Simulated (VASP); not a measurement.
ZnSe (zincblende type): single point with PBE

Crystal: ZnSe (zincblende type).

```
Zn Se
1.0
     0.00000    2.40161    2.40161
     2.40161    0.00000    2.40161
     2.40161    2.40161    0.00000
Zn Se
1 1
Direct
  0.00000 0.00000 0.00000
  0.25000 0.25000 0.25000
```

```yaml
Program: VASP 6.6.1
Task: single point
Functional: PBE
Potentials_or_basis: VASP PAW PBE potentials, release 64 (Zn, Se)
Cutoff: 520 eV
k_mesh: 14 × 14 × 14
Occupations: fermi-dirac, width 0.1 eV
Spin: no spin polarisation
```

```
Pressure               : 101.5 GPa
Band gap on the k mesh : 1.38 eV (least direct gap 3.58 eV)
```

Levels at points of the mesh, in eV from the valence-band top:
```
           k point  band 5  band 6  band 7  band 8  band 9  band 10  band 11  band 12  band 13  band 14
(0.00, 0.00, 0.00)   -8.88   -8.88    0.00    0.00    0.00     3.58     5.14     5.14     5.14    11.68
(0.50, 0.00, 0.00)   -8.82   -8.82   -8.40   -1.90   -1.90     3.29     5.75     5.75     8.81    14.48
(0.50, 0.50, 0.00)   -8.73   -8.52   -7.45   -4.68   -4.68     1.38     2.54    14.96    14.96    15.27
```

It took 38 s on 1 thread of AMD EPYC 7R13 Processor (Zen 3), on a shared host, peak memory 0.16 GiB.

Caveat: the cell stands under pressure. A k mesh can miss the band edges.
